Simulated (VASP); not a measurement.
A run of VASP 6.6.1 is set up as follows.

POSCAR

```
NaF
1.0
    0.0379689203      2.5312613515      2.5312613515
    2.5312613515      0.0379689203      2.5312613515
    2.5692302718      2.5692302718      0.0000000000
Na F
1 1
Direct
    0.0034341474      0.0034341474     -0.0034341474
    0.2465658526      0.2465658526      0.2534341474
```

Contents of INCAR.step1:

```
SYSTEM = NaF
PREC     = Accurate       ! precision mode
ENCUT    = 520            ! plane-wave cutoff, eV
ISMEAR   = 0              ! smearing method
SIGMA    = 0.01           ! smearing width, eV
LREAL    = .False.        ! projectors in reciprocal space
LASPH    = .True.         ! aspherical terms in the spheres
NELM     = 100            ! most SCF steps
NBANDS   = 14             ! bands
GGA      = PE             ! functional
ALGO     = Normal         ! electronic algorithm
EDIFF    = 1E-4           ! SCF threshold, eV
LWAVE    = .True.         ! write WAVECAR
LCHARG   = .False.        ! write CHGCAR
```

File INCAR.step2:

```
SYSTEM = NaF
PREC     = Accurate       ! precision mode
ENCUT    = 520            ! plane-wave cutoff, eV
EDIFF    = 1E-6           ! SCF threshold, eV
ISMEAR   = 0              ! smearing method
SIGMA    = 0.01           ! smearing width, eV
LREAL    = .False.        ! projectors in reciprocal space
LASPH    = .True.         ! aspherical terms in the spheres
NELM     = 100            ! most SCF steps
ALGO     = Normal         ! electronic algorithm
ISIF     = 2              ! what is computed and relaxed
LWAVE    = .False.        ! write WAVECAR
LCHARG   = .False.        ! write CHGCAR
METAGGA  = R2SCAN         ! meta-GGA
LMIXTAU  = .True.       
NBANDS   = 14             ! bands
ISTART   = 1
```

KPOINTS

```
regular mesh
0
Gamma
  8 8 8
  0 0 0
```

Potentials or basis: VASP PAW PBE potentials, release 64 (Na_pv, F).

Command:

```bash
$ cat potpaw_PBE.64/Na_pv/POTCAR potpaw_PBE.64/F/POTCAR > POTCAR
$ cp INCAR.step1 INCAR
$ mpirun -np 1 vasp_std > vasp.out
$ cp INCAR.step2 INCAR
$ mpirun -np 1 vasp_std > vasp.out
```

Problem. Estimate the pressure.

Solution. -0.4 GPa.

Problem. Estimate the band gap on the k mesh.

Solution. 6.24 eV, direct.

Problem. What does it give for the largest force?

Solution. 0.007 eV/Å.

Forces in eV/Å, atoms in the order of the input:
```
Na   0.000  0.000 -0.007
F    0.000  0.000  0.007
```

Caveat: the cell differs from its parent crystal (shear xy strain +3.0%); the PAW data sets were made with another functional, which shifts forces and pressure a little. A k mesh can miss the band edges.
